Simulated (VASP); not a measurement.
MnAl2B3: single point with PBE

The system is MnAl2B3.

```
Mn Al B
1.0
     3.02532    0.00000    0.00000
    -1.51266    2.62000    0.00000
     0.00000    0.00000   16.50150
Mn Al B
2 4 6
Direct
  0.00000 0.00000 0.08475
  0.00000 0.00000 0.91525
  0.00000 0.00000 0.71366
  0.00000 0.00000 0.28634
  0.66667 0.33333 0.57062
  0.33333 0.66667 0.42938
  0.33333 0.66667 0.18611
  0.66667 0.33333 0.18784
  0.33333 0.66667 0.99996
  0.66667 0.33333 0.00004
  0.66667 0.33333 0.81389
  0.33333 0.66667 0.81216
```

```yaml
Program: VASP 6.6.1
Task: single point
Functional: PBE
Potentials_or_basis: VASP PAW PBE potentials, release 64 (Mn_pv, Al, B)
Cutoff: 500 eV
k_mesh: 12 × 12 × 2
Occupations: gaussian, width 0.1 eV
Spin: collinear spin, antiferromagnetic start
Starting_moments: "[2.28, -2.28, 0.0, 0.0, 0.0, 0.0, 0.0, 0.0, 0.0, 0.0, 0.0, 0.0] μB"
```

```yaml
Pressure: -6.6 GPa
Largest_force: 0.026 eV/Å
Band_gap_on_the_k_mesh: zero (filled and empty bands overlap)
Net_moment: 0.00 μB per cell
Site_moments: Mn +2.40, -2.40; Al -0.00, +0.00 (each value once); B +0.02, -0.00, +0.00, -0.02 (each value once) μB
Valence_electrons_inside_the_program's_atomic_spheres: Mn 11.80; Al 0.71, 0.74 (each value once); B 1.96, 2.00 (each value once)
```

Forces on the atoms (eV/Å):
```
Mn   0.000  0.000  0.026
Mn   0.000  0.000 -0.026
Al   0.000  0.000  0.003
Al   0.000  0.000 -0.003
Al   0.000  0.000 -0.002
Al   0.000  0.000  0.002
B    0.000  0.000  0.004
B    0.000  0.000  0.002
B    0.000  0.000 -0.001
B    0.000  0.000  0.001
B    0.000  0.000 -0.004
B    0.000  0.000 -0.002
```

Levels at points of the mesh, in eV from the Fermi level:
Spin up:
```
           k point  band 24  band 25  band 26  band 27  band 28  band 29  band 30  band 31  band 32  band 33
(0.00, 0.00, 0.00)    -0.62    -0.62    -0.37    -0.37     0.02     0.02     0.32     2.00     2.00     2.23
(0.50, 0.00, 0.00)    -2.25    -1.96    -1.30    -0.93    -0.59    -0.34    -0.12     1.15     1.16     1.70
(0.00, 0.00, 0.50)    -0.62    -0.62    -0.37    -0.37     0.02     0.02     0.43     2.00     2.00     2.33
(0.50, 0.00, 0.50)    -2.17    -1.65    -1.30    -1.23    -0.59    -0.35    -0.12     1.12     1.16     1.68
```
Spin down:
```csv
k point,band 26,band 27,band 28,band 29,band 30,band 31
"(0.00, 0.00, 0.00)",-0.37,-0.37,0.02,0.02,0.32,2.00
"(0.50, 0.00, 0.00)",-1.30,-0.93,-0.59,-0.34,-0.12,1.15
"(0.00, 0.00, 0.50)",-0.37,-0.37,0.02,0.02,0.43,2.00
"(0.50, 0.00, 0.50)",-1.30,-1.23,-0.59,-0.35,-0.12,1.12
```

Run time: 13 min on 1 thread of Intel(R) Xeon(R) Platinum 8488C (Sapphire Rapids) (shared host), peak memory 0.48 GiB.

Caveat: the cell stands under tension.
